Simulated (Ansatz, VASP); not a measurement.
# One calculation of Al2Cu, two programs

```xyz
3
Lattice="7.7577 0.0000 0.0000 0.0000 7.7577 0.0000 0.0000 0.0000 5.4638" Properties=species:S:1:pos:R:3 pbc="T T T"
Al    3.8788    0.0000    2.7319
Al    0.0000    3.8788    2.7319
Cu    0.0000    0.0000    0.0000
```

Alike in both runs: task single point; functional r2SCAN; k mesh 4 × 4 × 4; occupations gaussian, width 0.1 eV; no spin polarisation.

|  | VASP | Ansatz |
| --- | --- | --- |
| version | VASP 6.6.1 | Ansatz 0.2.0 |
| potentials or method | VASP PAW PBE potentials, release 64 (Al, Cu), cutoff 520 eV | scalar-relativistic, plane waves, PAW |
| valence electrons in the cell | 17 | 25 |

```tsv
	VASP	Ansatz	Ansatz less VASP
gap on the k mesh at the Fermi level (eV)	none	none	-
pressure (GPa)	-1.5	-1.5	0.00
```

VASP's potentials were made for PBE, not for r2SCAN. A gap of «none» marks a metal or a gap that the smearing closes. The functional is the same, so the differences come from potentials, cutoffs and numerics. VASP's potentials hold 17 valence electrons a cell and Ansatz's 25, so a difference there can come from the potentials and not from the codes.
